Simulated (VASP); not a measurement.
# WS2 in VASP: single point with PBE+D3(BJ)

Aim: the single point of WS2 with PBE+D3(BJ).

All numbers are computed with VASP 6.6.1; they aren't measurements. Logs are shortened: lines on timing, memory, paths and dates and some standing lists are left out, and cuts for length are marked.

**1. The cell of the first run**

The cell holds a slab with vacuum, 6 atoms: a = 3.160 Å, b = 3.160 Å, c = 23.804 Å, α = 90.00°, β = 90.00°, γ = 120.00°.

**2. Single point, PBE+D3(BJ)**

The input, INCAR:

```
SYSTEM = WS2
PREC = Accurate
ENCUT = 520
EDIFF = 1E-7
ISMEAR = 0
SIGMA = 0.05
LREAL = .FALSE.
LASPH = .TRUE.
NELM = 100
ALGO = Normal
ISIF = 2
LWAVE = .FALSE.
LCHARG = .FALSE.
LDIPOL = .TRUE.
IDIPOL = 3
DIPOL = 0.5 0.5 0.398
GGA = PE
IVDW = 12
NBANDS = 35
```

The input, KPOINTS:

```
regular mesh
0
G
  9 9 1
  0 0 0
```

The input, POSCAR:

```
WS2
1.0
    3.1595456749      0.0000000000      0.0000000000
   -1.5797728375      2.7362468188      0.0000000000
    0.0000000000      0.0000000000     23.8042574588
S W
4 2
Direct
    0.3333333333      0.6666666667      0.1890418135
    0.3333333333      0.6666666667      0.3214605094
    0.3333333333      1.1666666667      0.4743743319
    0.3333333333      1.1666666667      0.6067930278
    0.6666666667      0.3333333333      0.2552511583
    0.6666666667      0.8333333333      0.5405836767
```

Potentials or basis: VASP PAW PBE potentials, release 64 (S, W_sv).

Started as:

```
$ cat potpaw_PBE.64/S/POTCAR potpaw_PBE.64/W_sv/POTCAR > POTCAR
$ mpirun -np 1 vasp_std > vasp.out
```

OUTCAR:

```text
SYSTEM = WS2
   PREC = Accurate
   ENCUT = 520
   EDIFF = 1E-7
   ISMEAR = 0
   LREAL = .FALSE.
   LASPH = .TRUE.
   NELM = 100
   ISIF = 2
   GGA = PE
   IVDW = 12
 IVDW          = 12

 ion  position               nearest neighbor table
   1  0.333  0.667  0.189-   5 2.41   5 2.41   5 2.41
   2  0.333  0.667  0.321-   5 2.41   5 2.41   5 2.41
   3  0.333  0.167  0.474-   6 2.41   6 2.41   6 2.41
   4  0.333  0.167  0.607-   6 2.41   6 2.41   6 2.41
   5  0.667  0.333  0.255-   1 2.41   1 2.41   1 2.41   2 2.41   2 2.41   2 2.41
   6  0.667  0.833  0.541-   3 2.41   3 2.41   3 2.41   4 2.41   4 2.41   4 2.41

  LATTYP: Found a hexagonal cell.
 ALAT       =     3.1595456749
 C/A-ratio  =     7.5340760692

  Lattice vectors:

 A1 = (   3.1595456749,   0.0000000000,   0.0000000000)
 A2 = (  -1.5797728375,   2.7362468188,   0.0000000000)
 A3 = (   0.0000000000,   0.0000000000,  23.8042574588)

Analysis of symmetry for initial positions (statically):
=====================================================================
 Subroutine PRICEL returns:
 Original cell was already a primitive cell.

 Routine SETGRP: Setting up the symmetry group for a
 hexagonal supercell.

 Subroutine GETGRP returns: Found  4 space group operations
 (whereof  2 operations were pure point group operations)
 out of a pool of 24 trial point group operations.

The static configuration has the point symmetry C_1h.
 The point group associated with its full space group is C_2v.

Analysis of symmetry for dynamics (positions and initial velocities):
=====================================================================
 Subroutine PRICEL returns:
 Original cell was already a primitive cell.

 Routine SETGRP: Setting up the symmetry group for a
 hexagonal supercell.

 Subroutine GETGRP returns: Found  4 space group operations
 (whereof  2 operations were pure point group operations)
 out of a pool of 24 trial point group operations.

The dynamic configuration has the point symmetry C_1h.
 The point group associated with its full space group is C_2v.

 Subroutine INISYM returns: Found  4 space group operations
 (whereof  2 operations are pure point group operations),
 and found     1 'primitive' translations

----------------------------------------------------------------------------------------

                                     Primitive cell

  volume of cell :     205.7949

  direct lattice vectors                    reciprocal lattice vectors
     3.159545675  0.000000000  0.000000000     0.316501201  0.182732053  0.000000000
    -1.579772837  2.736246819  0.000000000     0.000000000  0.365464107  0.000000000
     0.000000000  0.000000000 23.804257459     0.000000000  0.000000000  0.042009292

  length of vectors
     3.159545675  3.159545675 23.804257459     0.365464107  0.365464107  0.042009292

  position of ions in fractional coordinates (direct lattice)
     0.333333333  0.666666667  0.189041813
     0.333333333  0.666666667  0.321460509
     0.333333333  0.166666667  0.474374332
     0.333333333  0.166666667  0.606793028
     0.666666667  0.333333333  0.255251158
     0.666666667  0.833333333  0.540583677

  ion indices of the primitive-cell ions
   primitive index   ion index
                 1           1
                 2           2
                 3           3
                 4           4
                 5           5
                 6           6

----------------------------------------------------------------------------------------

 KPOINTS: regular mesh

Automatic generation of k-mesh.
 Grid dimensions read from file:
 generate k-points for:    9    9    1

 Generating k-lattice:

  Cartesian coordinates                     Fractional coordinates (reciprocal lattice)
     0.035166800  0.020303561  0.000000000     0.111111111  0.000000000  0.000000000
     0.000000000  0.040607123  0.000000000     0.000000000  0.111111111  0.000000000
     0.000000000  0.000000000  0.042009292     0.000000000  0.000000000  1.000000000

  Length of vectors
     0.040607123  0.040607123  0.042009292

  Shift w.r.t. Gamma in fractional coordinates (k-lattice)
     0.000000000  0.000000000  0.000000000

 Subroutine IBZKPT returns following result:
 ===========================================

 Found     25 irreducible k-points:

 Following reciprocal coordinates:
            Coordinates               Weight
  0.000000  0.000000  0.000000      1.000000
  0.111111  0.000000  0.000000      2.000000
  0.000000  0.111111  0.000000      4.000000
  0.222222  0.000000  0.000000      2.000000
  0.000000  0.222222  0.000000      4.000000
  0.333333  0.000000  0.000000      2.000000
[... 16 lines left out ...]
 -0.222222 -0.444444  0.000000      4.000000
  0.444444  0.333333  0.000000      4.000000
   k-points           NKPTS =     25   k-points in BZ     NKDIM =     25   number of bands    NBANDS=     35
   number of dos      NEDOS =    301   number of ions     NIONS =      6
   total plane-waves  NPLWV = 103680
   dimension x,y,z NGX =    24 NGY =   24 NGZ =  180
   dimension x,y,z NGXF=    48 NGYF=   48 NGZF=  360
   ions per type =               4   2
   NGX,Y,Z   is equivalent  to a cutoff of  12.63, 12.63, 12.57 a.u.
   NGXF,Y,Z  is equivalent  to a cutoff of  25.26, 25.26, 25.14 a.u.
 SYSTEM =  WS2
   PREC   = accura    normal or accurate (medium, high low for compatibility)
   ISTART =      0    job   : 0-new  1-cont  2-samecut
   ICHARG =      2    charge: 1-file 2-atom 10-const
   ISPIN  =      1    spin polarized calculation?
   LNONCOLLINEAR =      F non collinear calculations
   LSORBIT =      F    spin-orbit coupling
   LASPH  =      T    aspherical Exc in radial PAW
   ENCUT  =  520.0 eV  38.22 Ry    6.18 a.u.   5.87  5.87 44.26*2*pi/ulx,y,z
   NELM   =    100;   NELMIN=  2; NELMDL= -5     # of ELM steps
   EDIFF  = 0.1E-06   stopping-criterion for ELM
   LREAL  =      F    real-space projection
   EDIFFG = 0.1E-05   stopping-criterion for IOM
   NSW    =      0    number of steps for IOM
   IBRION =     -1    ionic relax: 0-MD 1-quasi-New 2-CG
   NFREE  =      0    steps in history (QN), initial steepest desc. (CG)
   ISIF   =      2    stress and relaxation
   ISYM   =      2    0-nonsym 1-usesym 2-fastsym
   POTIM  = 0.5000    time-step for ionic-motion
   TEBEG  =    0.0;   TEEND  =   0.0 temperature during run
   PSTRESS=    0.0 pullay stress
   NELECT =      52.0000    total number of electrons
   NUPDOWN=      -1.0000    fix difference up-down
   EMIN   =  10.00;   EMAX   =-10.00  energy-range for DOS
   EFERMI =   0.00;   METHOD = LEGACY
   ISMEAR =     0;   SIGMA  =   0.05  broadening in eV -4-tet -1-fermi 0-gaus
   EFERMI_NEDOS =   21; number of points for ismear=-14 and -15
   IALGO  =     38    algorithm
   IMIX   =      4    mixing-type and parameters
     AMIX     =   0.40;   BMIX     =  1.00
     AMIX_MAG =   1.60;   BMIX_MAG =  1.00
  volume/ion in A,a.u.               =      34.30       231.46
  Fermi-wavevector in a.u.,A,eV,Ry     =   1.034978  1.955825 14.574280  1.071179
  Thomas-Fermi vector in A             =   2.169299
   LORBIT       =      0    0 simple, 1 ext, 2 COOP (PROOUT), +10 PAW based schemes
   GGA     = PE    functional components
   LHFCALC =     F    Hartree Fock is set to
   AEXX    =    0.0000 exact exchange contribution
   IVDW    =    12    specifies the selected vdW correction
   LEPSILON=     F    determine dielectric tensor
   LRPA    =     F    only Hartree local field effects (RPA)
 non-spin polarized calculation
 Gauss-broadening in eV      SIGMA  =   0.05
  energy-cutoff  :      520.00
  volume of cell :      205.79
 maximum number of plane-waves:      5566
   NGX = 11   NGY = 11   NGZ = 89

 dipolmoment           0.000000      0.000000      0.000008 electrons x Angstroem

 number of electron      51.9999994 magnetization

 dipolmoment           0.000000      0.000000     -0.000003 electrons x Angstroem

 Free energy of the ion-electron system (eV)
  ---------------------------------------------------
  ext. energy  EPLUGINS =         0.00000000
  ---------------------------------------------------
  free energy    TOTEN  =       -47.32882248 eV

  energy without entropy =      -47.32882248  energy(sigma->0) =      -47.32882248

 E-fermi :   1.1375     XC(G=0):  -6.1842

 val. band max:        0.9189108083   @ k =   0.0000   0.0000   0.0000
 cond. band min:       2.7352359180   @ k =   0.3333   0.3333   0.0000
 fundamental gap:      1.8163251097
 Fermi energy:         1.1374734934

 k-point     1 :       0.0000    0.0000    0.0000
  band No.  band energies     occupation
      1     -73.1948      2.00000
      2     -73.1948      2.00000
      3     -37.4466      2.00000
      4     -37.4466      2.00000
      5     -37.2723      2.00000
      6     -37.2723      2.00000
[... 27 lines left out ...]
     34       3.8979      0.00000
     35       5.8550      0.00000

 k-point     2 :       0.1111    0.0000    0.0000
  band No.  band energies     occupation
      1     -73.1926      2.00000
      2     -73.1926      2.00000
      3     -37.4389      2.00000
      4     -37.4389      2.00000
      5     -37.3150      2.00000
      6     -37.3149      2.00000
[... 27 lines left out ...]
     34       4.1257      0.00000
     35       6.2192      0.00000

 k-point     3 :       0.0000    0.1111    0.0000
  band No.  band energies     occupation
      1     -73.1926      2.00000
      2     -73.1926      2.00000
      3     -37.4389      2.00000
      4     -37.4389      2.00000
      5     -37.3150      2.00000
      6     -37.3150      2.00000
[... 27 lines left out ...]
     34       4.1104      0.00000
     35       6.2197      0.00000
[... 723 lines left out ...]
 k-point    23 :      -0.2222   -0.4444    0.0000
  band No.  band energies     occupation
      1     -73.1751      2.00000
      2     -73.1750      2.00000
      3     -37.5753      2.00000
      4     -37.5753      2.00000
      5     -37.4406      2.00000
      6     -37.4405      2.00000
[... 27 lines left out ...]
     34       6.0358      0.00000
     35       7.0821      0.00000

 k-point    24 :       0.4444    0.3333    0.0000
  band No.  band energies     occupation
      1     -73.1751      2.00000
      2     -73.1750      2.00000
      3     -37.5753      2.00000
      4     -37.5753      2.00000
      5     -37.4406      2.00000
      6     -37.4406      2.00000
[... 27 lines left out ...]
     34       6.0536      0.00000
     35       7.0863      0.00000

 [... further k-points ...]

------------------------ aborting loop because EDIFF is reached ----------------------------------------

 vacuum level on the upper side and lower side of the slab       (xc-potential included)        -0.097        -0.097

 Edisp (eV)   -2.08241

 E8    (eV) :    -0.9048

  FORCE on cell =-STRESS in cart. coord.  units (eV):
  Direction    XX          YY          ZZ          XY          YZ          ZX
  --------------------------------------------------------------------------------------
  -------------------------------------------------------------------------------------
  Total      -0.21953    -0.19616    -0.67441    -0.02024     0.00000     0.00000
  in kB      -1.70912    -1.52719    -5.25050    -0.15756     0.00000     0.00000
  external pressure =       -2.83 kB  Pullay stress =        0.00 kB

 VOLUME and BASIS-vectors are now :
 -----------------------------------------------------------------------------
  energy-cutoff  :      520.00
  volume of cell :      205.79
      direct lattice vectors                 reciprocal lattice vectors
     3.159545675  0.000000000  0.000000000     0.316501201  0.182732053  0.000000000
    -1.579772837  2.736246819  0.000000000     0.000000000  0.365464107  0.000000000
     0.000000000  0.000000000 23.804257459     0.000000000  0.000000000  0.042009292

 POSITION                                       TOTAL-FORCE (eV/Angst)
 -----------------------------------------------------------------------------------
     -0.00000      1.82416      4.50000         0.000605      0.000349      0.004344
     -0.00000      1.82416      7.65213        -0.000901     -0.000520      0.068836
      0.78989      0.45604     11.29213        -0.000901     -0.000520     -0.068836
      0.78989      0.45604     14.44426         0.000605      0.000349     -0.004344
      1.57977      0.91208      6.07606         0.000296      0.000171      0.044121
      0.78989      2.28021     12.86819         0.000296      0.000171     -0.044121
 -----------------------------------------------------------------------------------
    total drift:                               -0.000054     -0.000031     -0.000397

  FREE ENERGIE OF THE ION-ELECTRON SYSTEM (eV)
  ---------------------------------------------------
  free  energy   TOTEN  =       -49.4112353587 eV

  energy  without entropy=      -49.4112353586  energy(sigma->0) =      -49.41123536

 vacuum level on the upper side and lower side of the slab         6.393         6.392
```

Run time: 3.8 min. Hardware: 1 thread of Intel Xeon Platinum 8488C (Sapphire Rapids), shared host; peak memory 0.39 GiB.

What came out:

- Free energy: -49.4112 eV
- Largest force: 0.069 eV/Å
- Band gap on the k mesh: 1.82 eV, indirect (least direct gap 1.92 eV)
- Dispersion energy per atom: -0.347 eV

Forces in eV/Å, atoms in the order of the input:
```
S    0.001  0.000  0.004
S   -0.001 -0.001  0.069
S   -0.001 -0.001 -0.069
S    0.001  0.000 -0.004
W    0.000  0.000  0.044
W    0.000  0.000 -0.044
```

Caveat: spin-orbit coupling is left out, which moves the levels of the heavy elements.
